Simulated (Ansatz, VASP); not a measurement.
Two plane-wave programs on Y2S

```
Y S
1.0
     4.59350    0.00000    0.00000
     0.00000    4.59350    0.00000
     0.00000    0.00000    3.50034
Y S
2 1
Direct
  0.00000 0.50000 0.00000
  0.50000 0.00000 0.00000
  0.50000 0.50000 0.50000
```

Change from the starting cell: ordered vacancies on the anion sites of caesium chloride (P4/mmm, No. 123).

Alike in both runs: functional PBE; k mesh 4 × 4 × 6; occupations gaussian, width 0.1 eV; no spin polarisation.

Ansatz relaxed the structure, and its values are those at the end. VASP's run is a single point on that final structure, the one shown.

|  | VASP | Ansatz |
| --- | --- | --- |
| version | VASP 6.6.1 | Ansatz 0.2.0 |
| potentials or method | VASP PAW PBE potentials, release 64 (Y_sv, S), cutoff 520 eV | scalar-relativistic, plane waves, PAW |
| valence electrons in the cell | 28 | 28 |

Ansatz gave:

```
gap on the k mesh at the Fermi level (eV) : none
pressure (GPa)                            : -0.1
```

**Question.** Estimate VASP's values.

**Answer.** gap on the k mesh at the Fermi level (eV): none; pressure (GPa): -0.2.

A gap of «none» marks a metal or a gap that the smearing closes. With one functional, cell and mesh, what is left measures potentials, basis and numerics.
